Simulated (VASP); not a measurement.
The system is RbCl.

```
Rb Cl
1.0
     0.00000    3.30573    3.30573
     3.30573    0.00000    3.30573
     3.30573    3.30573    0.00000
Rb Cl
1 1
Cartesian
  0.0000 0.0000 0.0000
  3.3057 3.3057 3.3057
```

Base run:

| Item | Value |
| --- | --- |
| Program | VASP 6.6.1 |
| Functional | HF |
| Potentials or basis | VASP PAW PBE potentials, release 64 (Rb_sv, Cl) |
| Cutoff | 400 eV |
| k mesh | 4 × 4 × 4 |
| Occupations | gaussian, width 0.01 eV |
| Spin | no spin polarisation |

Its results: band gap on the k mesh 13.11 eV; pressure 1.9 GPa.

**Question.** The run is repeated on the same cell with these changes: functional from HF to r2SCANh; cutoff from 400 eV to 440 eV; share of exact exchange from 1 to 0.1. What comes out?

**Answer.** Band gap on the k mesh 6.25 eV; pressure -0.1 GPa.

Caveats: the PAW data sets were made with another functional, which shifts forces and pressure a little.

